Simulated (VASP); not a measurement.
# Zn9H4S9 in VASP: a series of runs, part 2 of 2

VASP 6.6.1. The steps go on from the part before.

**3. Single point, PBE**

Input file INCAR:

```
PREC = Accurate
ENCUT = 520
EDIFF = 1E-6
ISMEAR = 0
SIGMA = 0.05
LREAL = Auto
LASPH = T
NELM = 100
ALGO = Normal
ISIF = 2
LWAVE = F
LCHARG = F
GGA = PE
NBANDS = 100
LUSENCCL = F
```

Input file KPOINTS:

```
Automatic mesh
0
Gamma
  1 1 5
```

Input file POSCAR:

```
Zn9H4S9
1.0
   27.2000000000      0.0000000000      0.0000000000
    0.0000000000      9.3000000000      0.0000000000
    0.0000000000      0.0000000000      6.7309005008
Zn S H
9 9 4
Direct
    0.7143062803      0.5000000000      0.3333333333
    0.7857417071      0.5000000000      0.8333333333
    0.5714354268      0.5000000000      0.3333333333
    0.6428708535      0.5000000000      0.8333333333
    0.4285645732      0.5000000000      0.3333333333
    0.5000000000      0.5000000000      0.8333333333
    0.2856937197      0.5000000000      0.3333333333
    0.3571291465      0.5000000000      0.8333333333
    0.2142582929      0.5000000000      0.8333333333
    0.7857417071      0.5000000000      0.1666666667
    0.6428708535      0.5000000000      0.1666666667
    0.7143062803      0.5000000000      0.6666666667
    0.5000000000      0.5000000000      0.1666666667
    0.5714354268      0.5000000000      0.6666666667
    0.3571291465      0.5000000000      0.1666666667
    0.4285645732      0.5000000000      0.6666666667
    0.2142582929      0.5000000000      0.1666666667
    0.2856937197      0.5000000000      0.6666666667
    0.8350924194      0.5000000000      0.7181927218
    0.1649075806      0.5000000000      0.7181927218
    0.8287245856      0.5000000000      0.2669504251
    0.1712754144      0.5000000000      0.2669504251
```

Potentials or basis: VASP PAW PBE potentials, release 64 (Zn, S, H).

On the command line:

```sh
cat potpaw_PBE.64/Zn/POTCAR potpaw_PBE.64/S/POTCAR potpaw_PBE.64/H/POTCAR > POTCAR
mpirun -np 1 vasp_std > vasp.out
```

OUTCAR:

```text
PREC = Accurate
   ENCUT = 520
   EDIFF = 1E-6
   ISMEAR = 0
   LREAL = Auto
   LASPH = T
   NELM = 100
   ISIF = 2
   GGA = PE

 ion  position               nearest neighbor table
   1  0.714  0.500  0.333-  12 2.24  11 2.24  10 2.24
   2  0.786  0.500  0.833-  19 1.55  10 2.24  12 2.24
   3  0.571  0.500  0.333-  11 2.24  14 2.24  13 2.24
   4  0.643  0.500  0.833-  14 2.24  11 2.24  12 2.24
   5  0.429  0.500  0.333-  15 2.24  16 2.24  13 2.24
   6  0.500  0.500  0.833-  13 2.24  14 2.24  16 2.24
[... 10 lines left out ...]
  17  0.214  0.500  0.167-  22 1.35   9 2.24   7 2.24
  18  0.286  0.500  0.667-   7 2.24   8 2.24   9 2.24
  19  0.835  0.500  0.718-   2 1.55
  20  0.165  0.500  0.718-   9 1.55
  21  0.829  0.500  0.267-  10 1.35
  22  0.171  0.500  0.267-  17 1.35

  LATTYP: Found a simple orthorhombic cell.
 ALAT       =     6.7309005008
 B/A-ratio  =     1.3816873387
 C/A-ratio  =     4.0410640444

  Lattice vectors:

 A1 = (   0.0000000000,   0.0000000000,  -6.7309005008)
[... 199 lines left out ...]
 cond. band min:      -1.6416560588   @ k =   0.0000   0.0000   0.0000
 fundamental gap:      2.7469002941
 Fermi energy:        -4.1202759596

 k-point     1 :       0.0000    0.0000    0.0000
  band No.  band energies     occupation
      1     -17.1028      2.00000
      2     -17.1023      2.00000
      3     -16.5364      2.00000
      4     -16.3528      2.00000
      5     -16.1080      2.00000
      6     -15.8895      2.00000
[... 283 lines left out ...]
     94       0.5479      0.00000
     95       0.5642      0.00000
 [bands above 95 left out]

------------------------ aborting loop because EDIFF is reached ----------------------------------------

  FORCE on cell =-STRESS in cart. coord.  units (eV):
  Direction    XX          YY          ZZ          XY          YZ          ZX
  --------------------------------------------------------------------------------------
  -------------------------------------------------------------------------------------
  Total        0.7856596      0.0019687      2.4705180      0.0000000      0.0000000      0.0000000
  in kB        0.7392988      0.0018525      2.3247357      0.0000000      0.0000000      0.0000000
  external PRESSURE =       1.0219623 kB  Pullay stress =       0.0000000 kB

 VOLUME and BASIS-vectors are now :
 -----------------------------------------------------------------------------
  energy-cutoff  :      520.00
  volume of cell :     1702.65
      direct lattice vectors                 reciprocal lattice vectors
    27.200000000  0.000000000  0.000000000     0.036764706  0.000000000  0.000000000
     0.000000000  9.300000000  0.000000000     0.000000000  0.107526882  0.000000000
     0.000000000  0.000000000  6.730900501     0.000000000  0.000000000  0.148568531

 POSITION                                       TOTAL-FORCE (eV/Angst)
 -----------------------------------------------------------------------------------
     19.42913      4.65000      2.24363        -0.059788      0.000000      0.424600
     21.37217      4.65000      5.60908         0.734295     -0.000000     -0.692366
     15.54304      4.65000      2.24363        -0.029095     -0.000000      0.078401
     17.48609      4.65000      5.60908         0.062648      0.000000     -0.165085
     11.65696      4.65000      2.24363         0.029095     -0.000000      0.078401
     13.60000      4.65000      5.60908         0.000000     -0.000000     -0.052095
[... 14 lines left out ...]
     22.54131      4.65000      1.79682        -0.142463     -0.000000      0.016833
      4.65869      4.65000      1.79682         0.142463     -0.000000      0.016833
 -----------------------------------------------------------------------------------
    total drift:                               -0.000000      0.000000     -0.067775

  FREE ENERGIE OF THE ION-ELECTRON SYSTEM (eV)
  ---------------------------------------------------
  free  energy   TOTEN  =       -68.6899127734 eV

  energy  without entropy=      -68.6899127734  energy(sigma->0) =      -68.68991277
```

Wall time 61 s (1 × NVIDIA H100 80GB with 1 thread of AMD EPYC 7R13 (Zen 3), shared host); peak memory 2 GiB.

Results:

- Free energy: -68.6899 eV
- Largest force: 1.009 eV/Å
- Band gap on the k mesh: 2.75 eV

Forces in eV/Å, atoms in the order of the input:
```
Zn  -0.060  0.000  0.425
Zn   0.734  0.000 -0.692
Zn  -0.029  0.000  0.078
Zn   0.063  0.000 -0.165
Zn   0.029  0.000  0.078
Zn   0.000  0.000 -0.052
Zn   0.060  0.000  0.425
Zn  -0.063  0.000 -0.165
Zn  -0.734  0.000 -0.692
S   -0.419  0.000  0.108
S    0.178  0.000 -0.010
S   -0.334  0.000  0.285
S    0.000  0.000 -0.013
S   -0.053  0.000  0.014
S   -0.178  0.000 -0.010
S    0.053  0.000  0.014
S    0.419  0.000  0.108
S    0.334  0.000  0.285
H    0.088  0.000 -0.027
H   -0.088  0.000 -0.027
H   -0.142  0.000  0.017
H    0.142  0.000  0.017
```

Levels at points of the mesh, in eV from the valence-band top:
```tsv
k point	band 80	band 81	band 82	band 83	band 84	band 85	band 86	band 87
(0.00, 0.00, 0.00)	-0.28	-0.23	-0.17	0.00	2.75	3.48	4.09	4.54
```
